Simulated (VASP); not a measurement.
A run of VASP 6.6.1 is set up as follows.

File INCAR:

```
SYSTEM = Ta
ALGO = Fast
EDIFF = 1E-6
ENCUT = 520
GGA = PE
ISIF = 2
ISMEAR = 0
LASPH = .True.
LCHARG = .False.
LREAL = .False.
LWAVE = .False.
NBANDS = 12
NELM = 100
PREC = Accurate
SIGMA = 0.15
```

KPOINTS

```
k-points
0
Gamma
  20 20 20
  0 0 0
```

POSCAR

```
Ta
1.0
   -1.5624143196      1.5624143196      1.9844224274
    1.5624143196     -1.5624143196      1.9844224274
    1.5624143196      1.5624143196     -1.9844224274
Ta
1
Direct
    0.0000000000      0.0000000000      0.0000000000
```

Potentials or basis: VASP PAW PBE potentials, release 64 (Ta_pv).

Launch:

```sh
$ cat potpaw_PBE.64/Ta_pv/POTCAR > POTCAR
$ mpirun -np 1 vasp_std > vasp.out
```

Task: What does it give for the pressure?

Result: -6.7 GPa.

Stress tensor (GPa, compression positive):
```
 -2.81   0.00   0.00
  0.00  -2.81   0.00
  0.00   0.00 -14.61
```
